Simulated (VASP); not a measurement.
Runs of VASP 6.6.1 on ZnSe (rocksalt type). The structure is that of space group Fm-3m (No. 225), or close to it. The cells are those of the table. 

| task | cell | cutoff (eV) | gap on the mesh (eV) | pressure (GPa) |
| --- | --- | --- | --- | --- |
| single point | a = 3.020 Å, angles 60.0°, 2 atoms | 520 | none | 216.0 |
| single point | a = 3.304 Å, angles 60.0°, 2 atoms | 520 | none | (a) |
| single point | a = 3.533 Å, angles 60.0°, 2 atoms | 520 | none | 16.3 |
| single point | a = 3.422 Å, angles 60.0°, 2 atoms | 520 | none | 34.6 |
| single point | a = 3.611 Å, angles 60.0°, 2 atoms | 520 | none | 7.0 |
| relaxation of cell and atoms | relaxed from a = 3.527 Å, angles 60.0°, 2 atoms | 600 | none | 0.0 |
| single point | a = 3.177 Å, angles 60.0°, 2 atoms | 520 | none | 114.2 |
| single point | a = 3.686 Å, angles 60.0°, 2 atoms | 520 | none | (b) |

Alike in all rows: level LDA; potentials or basis VASP PAW LDA potentials, release 64 (Zn, Se); no spin polarisation; k mesh 13 × 13 × 13; smearing fermi-dirac 0.1 eV.

Problem. Fill in the values left out.

Solution. (a) 64.4; (b) 0.5.

A k mesh can miss the band edges, and the runs leave out spin-orbit coupling on Se.

A gap of «none» marks levels without a gap at the run's occupations.
